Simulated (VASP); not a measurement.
Crystal: Si.

```
CELL_PARAMETERS angstrom
0.00000 2.74927 2.74927
2.74927 0.00000 2.74927
2.74927 2.74927 0.00000
ATOMIC_POSITIONS crystal
Si 0.75000 0.75000 0.75000
Si 0.50000 0.50000 0.50000
```

```yaml
Program: VASP 6.6.1
Task: relaxation of cell and atoms
Functional: LDA
Potentials_or_basis: VASP PAW LDA potentials, release 64 (Si)
Cutoff: 600 eV
k_mesh: 11 × 11 × 11
Occupations: fermi-dirac, width 0.05 eV
Spin: no spin polarisation
```

At the start: pressure -4.5 GPa; volume 20.78 Å³/atom.

Task: Where does the relaxation end?

Result: Over 3 steps the energy falls by 15.8 meV/atom and the volume is 19.72 Å³/atom (-5.1 %); space group Fd-3m (No. 227, to 0.05 Å).

Step by step:
| step | energy change (eV) | largest force (eV/Å) | pressure (GPa) | volume (Å³) |
| --- | --- | --- | --- | --- |
| 1 | 0.0000 | 0.0000 | -4.54 | 41.56 |
| 2 | -0.0176 | 0.0000 | 3.52 | 38.12 |
| 3 | -0.0316 | 0.0000 | -0.01 | 39.44 |

Final structure:
```
CELL_PARAMETERS angstrom
0.00000 2.70160 2.70160
2.70160 0.00000 2.70160
2.70160 2.70160 0.00000
ATOMIC_POSITIONS crystal
Si 0.75000 0.75000 0.75000
Si 0.50000 0.50000 0.50000
```
